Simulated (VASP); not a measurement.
# ZnO (I4/mmm) in VASP: notebook

The runs below take ZnO through relaxation of cell and atoms, single point, with PBE.

All numbers are computed with VASP 6.6.1; they aren't measurements. Logs are shortened: lines on timing, memory, paths and dates and some standing lists are left out, and cuts for length are marked.

## (1) The cell of the first run

It takes space group I4/mmm (No. 139, tetragonal). Conventional cell: a = 3.937 Å, b = 3.937 Å, c = 6.931 Å, α = 90.00°, β = 90.00°, γ = 90.00°. Zn (site symmetry 4/mmm) has 2 O at 1.91 Å within 2.5 Å. Within 2.1 Å of Zn (site symmetry 4/mmm) lie 2 O at 1.56 Å. O (site symmetry 4mm) has 2 Zn at 1.56 to 1.91 Å within 2.1 Å.

The cell was built from a structure type or drawn by symmetry, and may not be a known phase.

## (2) Relaxation of cell and atoms, PBE

Contents of INCAR:

```
SYSTEM = ZnO
ALGO = Normal ; EDIFF = 1E-7
EDIFFG = -0.04 ; ENCUT = 910
GGA = PE ; GGA_COMPAT = .FALSE.
IBRION = 2 ; ISIF = 3
ISMEAR = 0 ; LASPH = .TRUE.
LCHARG = .FALSE. ; LREAL = .FALSE.
LWAVE = .FALSE. ; NELM = 120
NELMIN = 4 ; NSW = 90
PREC = Accurate ; SIGMA = 0.1
```

Contents of KPOINTS:

```
k-points
0
G
  6 6 6
  0 0 0
```

Contents of POSCAR:

```
ZnO
1.0
   -1.9687419200      1.9687419200      3.4654939800
    1.9687419200     -1.9687419200      3.4654939800
    1.9687419200      1.9687419200     -3.4654939800
Zn O
2 2
Direct
    0.0000000000      0.0000000000      0.0000000000
    0.5000000000      0.5000000000      0.0000000000
    0.2755139100      0.2755139100      0.0000000000
    0.7244860900      0.7244860900      0.0000000000
```

Potentials or basis: VASP PAW PBE potentials, release 64 (Zn, O_h).

Launch:

```console
cat potpaw_PBE.64/Zn/POTCAR potpaw_PBE.64/O_h/POTCAR > POTCAR
mpirun -np 1 vasp_std > vasp.out
```

OUTCAR:

```text
SYSTEM = ZnO
   EDIFF = 1E-7
   EDIFFG = -0.04
   ENCUT = 910
   GGA = PE
   IBRION = 2
   ISIF = 3
   ISMEAR = 0
   LASPH = .TRUE.
   LREAL = .FALSE.
   NELM = 120
   NELMIN = 4
   NSW = 90
   PREC = Accurate

 ion  position               nearest neighbor table
   1  0.000  0.000  0.000-   3 1.91   4 1.91   2 2.78   2 2.78   2 2.78   2 2.78
   2  0.500  0.500  0.000-   3 1.56   4 1.56   1 2.78   1 2.78   1 2.78   1 2.78
   3  0.276  0.276  0.000-   2 1.56   1 1.91
   4  0.724  0.724  0.000-   2 1.56   1 1.91

  LATTYP: Found a body centered tetragonal cell.
 ALAT       =     3.9374838400
 C/A-ratio  =     1.7602581348

  Lattice vectors:

 A1 = (  -1.9687419200,   1.9687419200,   3.4654939800)
 A2 = (   1.9687419200,  -1.9687419200,   3.4654939800)
 A3 = (   1.9687419200,   1.9687419200,  -3.4654939800)

Analysis of symmetry for initial positions (statically):
=====================================================================
 Subroutine PRICEL returns:
 Original cell was already a primitive cell.

 Routine SETGRP: Setting up the symmetry group for a
 body centered tetragonal supercell.

 Subroutine GETGRP returns: Found 16 space group operations
 (whereof 16 operations were pure point group operations)
 out of a pool of 16 trial point group operations.

The static configuration has the point symmetry D_4h.

Analysis of symmetry for dynamics (positions and initial velocities):
=====================================================================
 Subroutine PRICEL returns:
 Original cell was already a primitive cell.

 Routine SETGRP: Setting up the symmetry group for a
 body centered tetragonal supercell.

 Subroutine GETGRP returns: Found 16 space group operations
 (whereof 16 operations were pure point group operations)
 out of a pool of 16 trial point group operations.

The dynamic configuration has the point symmetry D_4h.

 Subroutine INISYM returns: Found 16 space group operations
 (whereof 16 operations are pure point group operations),
 and found     1 'primitive' translations

----------------------------------------------------------------------------------------

                                     Primitive cell

  volume of cell :      53.7283

  direct lattice vectors                    reciprocal lattice vectors
    -1.968741920  1.968741920  3.465493980     0.000000000  0.253969296  0.144279575
     1.968741920 -1.968741920  3.465493980     0.253969296  0.000000000  0.144279575
     1.968741920  1.968741920 -3.465493980     0.253969296  0.253969296  0.000000000

  length of vectors
     4.445395148  4.445395148  4.445395148     0.292090738  0.292090738  0.359166823

  position of ions in fractional coordinates (direct lattice)
     0.000000000  0.000000000  0.000000000
     0.500000000  0.500000000  0.000000000
     0.275513910  0.275513910  0.000000000
     0.724486090  0.724486090  0.000000000

  ion indices of the primitive-cell ions
   primitive index   ion index
                 1           1
                 2           2
                 3           3
                 4           4

----------------------------------------------------------------------------------------

 KPOINTS: k-points

Automatic generation of k-mesh.
 Grid dimensions read from file:
 generate k-points for:    6    6    6

 Generating k-lattice:

  Cartesian coordinates                     Fractional coordinates (reciprocal lattice)
     0.000000000  0.042328216  0.024046596     0.166666667  0.000000000  0.000000000
     0.042328216  0.000000000  0.024046596     0.000000000  0.166666667  0.000000000
     0.042328216  0.042328216  0.000000000     0.000000000  0.000000000  0.166666667

  Length of vectors
     0.048681790  0.048681790  0.059861137

  Shift w.r.t. Gamma in fractional coordinates (k-lattice)
     0.000000000  0.000000000  0.000000000

 Subroutine IBZKPT returns following result:
 ===========================================

 Found     30 irreducible k-points:

 Following reciprocal coordinates:
            Coordinates               Weight
  0.000000  0.000000  0.000000      1.000000
  0.166667  0.000000 -0.000000      8.000000
  0.333333  0.000000 -0.000000      8.000000
  0.500000  0.000000  0.000000      4.000000
  0.166667  0.166667 -0.000000      8.000000
  0.333333  0.166667 -0.000000     16.000000
[... 16 lines left out ...]
 -0.333333 -0.333333  0.166667      8.000000
 -0.166667 -0.333333  0.166667      8.000000
 [... further k-points ...]
   k-points           NKPTS =     30   k-points in BZ     NKDIM =     30   number of bands    NBANDS=     22
   number of dos      NEDOS =    301   number of ions     NIONS =      4
   total plane-waves  NPLWV = 110592
   dimension x,y,z NGX =    48 NGY =   48 NGZ =   48
   dimension x,y,z NGXF=    96 NGYF=   96 NGZF=   96
   ions per type =               2   2
   NGX,Y,Z   is equivalent  to a cutoff of  17.95, 17.95, 17.95 a.u.
   NGXF,Y,Z  is equivalent  to a cutoff of  35.90, 35.90, 35.90 a.u.
 SYSTEM =  ZnO
   PREC   = accura    normal or accurate (medium, high low for compatibility)
   ISTART =      0    job   : 0-new  1-cont  2-samecut
   ICHARG =      2    charge: 1-file 2-atom 10-const
   ISPIN  =      1    spin polarized calculation?
   LNONCOLLINEAR =      F non collinear calculations
   LSORBIT =      F    spin-orbit coupling
   LASPH  =      T    aspherical Exc in radial PAW
   ENCUT  =  910.0 eV  66.88 Ry    8.18 a.u.  10.93 10.93 10.93*2*pi/ulx,y,z
   NELM   =    120;   NELMIN=  4; NELMDL= -5     # of ELM steps
   EDIFF  = 0.1E-06   stopping-criterion for ELM
   LREAL  =      F    real-space projection
   EDIFFG = -.4E-01   stopping-criterion for IOM
   NSW    =     90    number of steps for IOM
   IBRION =      2    ionic relax: 0-MD 1-quasi-New 2-CG
   NFREE  =      1    steps in history (QN), initial steepest desc. (CG)
   ISIF   =      3    stress and relaxation
   ISYM   =      2    0-nonsym 1-usesym 2-fastsym
   POTIM  = 0.5000    time-step for ionic-motion
   TEBEG  =    0.0;   TEEND  =   0.0 temperature during run
   PSTRESS=    0.0 pullay stress
   NELECT =      36.0000    total number of electrons
   NUPDOWN=      -1.0000    fix difference up-down
   EMIN   =  10.00;   EMAX   =-10.00  energy-range for DOS
   EFERMI =   0.00;   METHOD = LEGACY
   ISMEAR =     0;   SIGMA  =   0.10  broadening in eV -4-tet -1-fermi 0-gaus
   EFERMI_NEDOS =   21; number of points for ismear=-14 and -15
   IALGO  =     38    algorithm
   IMIX   =      4    mixing-type and parameters
     AMIX     =   0.40;   BMIX     =  1.00
     AMIX_MAG =   1.60;   BMIX_MAG =  1.00
  volume/ion in A,a.u.               =      13.43        90.64
  Fermi-wavevector in a.u.,A,eV,Ry     =   1.432544  2.707116 27.921651  2.052183
  Thomas-Fermi vector in A             =   2.552160
   LORBIT       =      0    0 simple, 1 ext, 2 COOP (PROOUT), +10 PAW based schemes
   GGA     = PE    functional components
   LHFCALC =     F    Hartree Fock is set to
   AEXX    =    0.0000 exact exchange contribution
   IVDW    =     0    specifies the selected vdW correction
   LEPSILON=     F    determine dielectric tensor
   LRPA    =     F    only Hartree local field effects (RPA)
 conjugate gradient relaxation of ions
 non-spin polarized calculation
 Gauss-broadening in eV      SIGMA  =   0.10
  energy-cutoff  :      910.00
  volume of cell :       53.73
 maximum number of plane-waves:      3369
 NGX is ok and might be reduce to    48
   NGX = 21   NGY = 21   NGZ = 21

--------------------------------------- Ionic step        1  -------------------------------------------

 number of electron      35.9999998 magnetization

 Free energy of the ion-electron system (eV)
  ---------------------------------------------------
  ext. energy  EPLUGINS =         0.00000000
  ---------------------------------------------------
  free energy    TOTEN  =       -12.12155451 eV

  energy without entropy =      -12.11457114  energy(sigma->0) =      -12.11806282

------------------------ aborting loop because EDIFF is reached ----------------------------------------

  FORCE on cell =-STRESS in cart. coord.  units (eV):
  Direction    XX          YY          ZZ          XY          YZ          ZX
  --------------------------------------------------------------------------------------
  -------------------------------------------------------------------------------------
  Total        4.5848894      4.5848894     16.3928324      0.0000000     -0.0000000      0.0000000
  in kB      136.7214739    136.7214739    488.8345165      0.0000000     -0.0000000      0.0000000
  external PRESSURE =     254.0924881 kB  Pullay stress =       0.0000000 kB
[... 1314 lines left out ...]
     21       6.1130      0.00000
     22       8.9981      0.00000

 [... further k-points ...]

[... ionic steps 4 to 12 ...]

--------------------------------------- Ionic step       13  -------------------------------------------

 number of electron      36.0000003 magnetization

------------------------ aborting loop because EDIFF is reached ----------------------------------------

  FORCE on cell =-STRESS in cart. coord.  units (eV):
  Direction    XX          YY          ZZ          XY          YZ          ZX
  --------------------------------------------------------------------------------------
  -------------------------------------------------------------------------------------
  Total        0.1092759      0.1092759     -1.7603754      0.0000000      0.0000000      0.0000000
  in kB        2.4950255      2.4950255    -40.1935157      0.0000000      0.0000000      0.0000000
  external PRESSURE =     -11.7344882 kB  Pullay stress =       0.0000000 kB
[... 61 lines left out ...]
  energy  without entropy=      -14.2825483480  energy(sigma->0) =      -14.28278297

--------------------------------------- Ionic step       15  -------------------------------------------

 number of electron      36.0000003 magnetization

 Free energy of the ion-electron system (eV)
  ---------------------------------------------------
  ext. energy  EPLUGINS =         0.00000000
  ---------------------------------------------------
  free energy    TOTEN  =       -14.31074122 eV

  energy without entropy =      -14.30961051  energy(sigma->0) =      -14.31017586

 E-fermi :  -0.3975     XC(G=0):  -8.8105

 val. band max:       -0.4595647716   @ k =   0.5000   0.5000  -0.0000
 cond. band min:       0.1086251737   @ k =  -0.1667   0.1667   0.0000
 fundamental gap:      0.5681899453
 Fermi energy:        -0.3975166331

 k-point     1 :       0.0000    0.0000    0.0000
  band No.  band energies     occupation
      1     -18.3667      2.00000
      2     -17.2674      2.00000
      3      -9.1250      2.00000
      4      -7.3579      2.00000
      5      -7.3579      2.00000
      6      -7.0519      2.00000
[... 622 lines left out ...]
  FREE ENERGIE OF THE ION-ELECTRON SYSTEM (eV)
  ---------------------------------------------------
  free  energy   TOTEN  =       -14.3107412180 eV

  energy  without entropy=      -14.3096105070  energy(sigma->0) =      -14.31017586

 reached required accuracy - stopping structural energy minimisation
```

It took 20 min on 1 thread of AMD EPYC 9R45 (Zen 5), shared host; peak memory 0.36 GiB.

What came out:

```yaml
Free_energy: -14.3107 eV
Relaxed_volume: 17.55 Å³/atom
Relaxed_cell: a = 4.702 Å, b = 4.702 Å, c = 4.702 Å, α = 122.76°, β = 122.76°, γ = 85.28°
Space_group_after_relaxing_to_0.1_Å: P4/mmm (No. 123)
Energy_gained_by_relaxing: 547.3 meV/atom
Ionic_steps: 15
Pressure_after_relaxing: 0.0 GPa
Largest_force_after_relaxing: 0.030 eV/Å
Band_gap_on_the_k_mesh: zero (bands 18 and 19 overlap by 0.06 eV)
```

Forces on the atoms (eV/Å):
```
Zn   0.000  0.000  0.000
Zn   0.000  0.000  0.000
O    0.000  0.000  0.030
O    0.000  0.000 -0.030
```

The path:
| step | energy change (eV) | largest force (eV/Å) | pressure (GPa) | volume (Å³) |
| --- | --- | --- | --- | --- |
| 1 | 0.0000 | 8.8673 | 25.41 | 53.73 |
| 2 | 0.7616 | 0.8063 | -11.12 | 71.66 |
| 3 | 0.0454 | 0.6972 | -10.96 | 67.23 |
| 4 | -0.5187 | 0.6547 | -9.34 | 63.89 |
| 5 | -1.2626 | 0.2058 | -2.41 | 58.69 |
| 6 | -1.2849 | 2.0446 | 5.59 | 56.18 |
| 7 | -1.3291 | 0.9190 | 1.12 | 57.41 |
| 8 | -1.3304 | 1.0662 | 1.71 | 57.22 |
| 9 | -1.8368 | 1.9798 | 11.37 | 59.86 |
| 10 | -1.8673 | 1.0673 | 8.81 | 59.45 |
| 11 | -2.1465 | 0.4507 | 1.86 | 66.39 |
| 12 | -2.1798 | 0.0469 | -2.11 | 71.40 |
| 13 | -2.1834 | 0.1422 | -1.17 | 70.17 |
| 14 | -2.1615 | 0.2779 | 2.65 | 70.25 |
| 15 | -2.1892 | 0.0305 | -0.03 | 70.20 |

Final structure:
```
Zn O
1.0
    -2.25247    2.25247    3.45914
     2.25247   -2.25247    3.45914
     2.25247    2.25247   -3.45914
Zn O
2 2
Direct
  0.00000 0.00000 0.00000
  0.50000 0.50000 0.00000
  0.24991 0.24991 0.00000
  0.75009 0.75009 0.00000
```

Levels at points of the mesh, in eV from the Fermi level:
| k point | band 16 | band 17 | band 18 | band 19 | band 20 | band 21 |
| --- | --- | --- | --- | --- | --- | --- |
| (0.00, 0.00, 0.00) | -1.29 | -1.01 | -1.01 | -0.12 | 4.15 | 4.15 |
| (0.50, 0.00, 0.00) | -1.49 | -1.36 | -1.36 | 3.26 | 3.26 | 7.05 |
| (0.50, 0.50, 0.00) | -1.29 | -1.10 | -0.06 | 2.01 | 2.79 | 4.19 |
| (0.50, 0.50, 0.50) | -2.81 | -0.17 | -0.17 | 4.88 | 6.28 | 6.28 |

Caveat: the cutoff is under 1.25 times the usual one of these potentials, so pressure, stress and relaxed cells hold a basis-set (Pulay) error; the volume moved by over 15 % at a fixed basis, so the end points are rough; semilocal functionals underestimate gaps, so a narrow gap can read as zero.

## (3) Single point, PBE, collinear spin, ferromagnetic start

Contents of INCAR:

```
PREC = Accurate
ENCUT = 520
EDIFF = 1E-6
ISMEAR = 0
SIGMA = 0.1
LREAL = F
LASPH = T
NELM = 150
ALGO = Normal
ISIF = 2
LWAVE = F
LCHARG = T
ISPIN = 2
MAGMOM = 0 0 1 1
LORBIT = 11
GGA = PE
LELF = T
LVHAR = T
NBANDS = 30
```

Contents of KPOINTS:

```
Automatic mesh
0
Gamma
  6 6 6
```

POSCAR is that of step 2.

Potentials or basis: VASP PAW PBE potentials, release 64 (Zn, O).

Launch:

```console
cat potpaw_PBE.64/Zn/POTCAR potpaw_PBE.64/O/POTCAR > POTCAR
mpirun -np 1 vasp_std > vasp.out
```

It took 95 s on 1 thread of AMD EPYC 9R45 (Zen 5), shared host; peak memory 0.24 GiB.

Results (log left out):

- Free energy: -12.1057 eV
- Pressure: 25.4 GPa
- Largest force: 8.848 eV/Å
- Band gap on the k mesh: zero (filled and empty bands overlap)
- Net moment: 0.00 μB per cell
- Valence electrons inside the program's atomic spheres: Zn 10.66, 11.69; O 5.05

Forces on the atoms (eV/Å):
```
Zn   0.000  0.000  0.000
Zn   0.000  0.000  0.000
O    0.000  0.000 -8.848
O    0.000  0.000  8.848
```

Stress tensor (GPa, compression positive):
```
13.81  0.00  0.00
 0.00 13.81  0.00
 0.00  0.00 48.61
```

Levels at points of the mesh, in eV from the Fermi level:
Spin up:
```
           k point  band 15  band 16  band 17  band 18  band 19  band 20  band 21  band 22
(0.00, 0.00, 0.00)    -1.49    -1.49    -1.39    -1.39    -0.93     4.04     4.04     8.99
(0.50, 0.00, 0.00)    -2.20    -2.18    -1.44    -1.17     1.94     3.40     7.15     8.42
(0.50, 0.50, 0.00)    -3.76    -2.02    -1.44     0.14     1.08     2.44     3.46     8.31
(0.50, 0.50, 0.50)    -3.64    -3.64    -0.05    -0.05     4.20     6.32     6.32     6.90
```
Spin down:
```csv
k point,band 14,band 15,band 16,band 17,band 18,band 19,band 20,band 21,band 22,band 23
"(0.00, 0.00, 0.00)",-2.38,-1.49,-1.49,-1.39,-1.39,-0.93,4.04,4.04,8.99,10.61
"(0.50, 0.00, 0.00)",-4.60,-2.20,-2.18,-1.44,-1.17,1.94,3.40,7.15,8.42,10.16
"(0.50, 0.50, 0.00)",-4.26,-3.76,-2.02,-1.44,0.14,1.08,2.44,3.46,8.31,12.00
"(0.50, 0.50, 0.50)",-3.94,-3.64,-3.64,-0.05,-0.05,4.20,6.32,6.32,6.90,6.95
```

Caveat: the cell stands under pressure; forces of over 1 eV/Å act on the atoms, so gaps and moduli don't describe the material at rest.
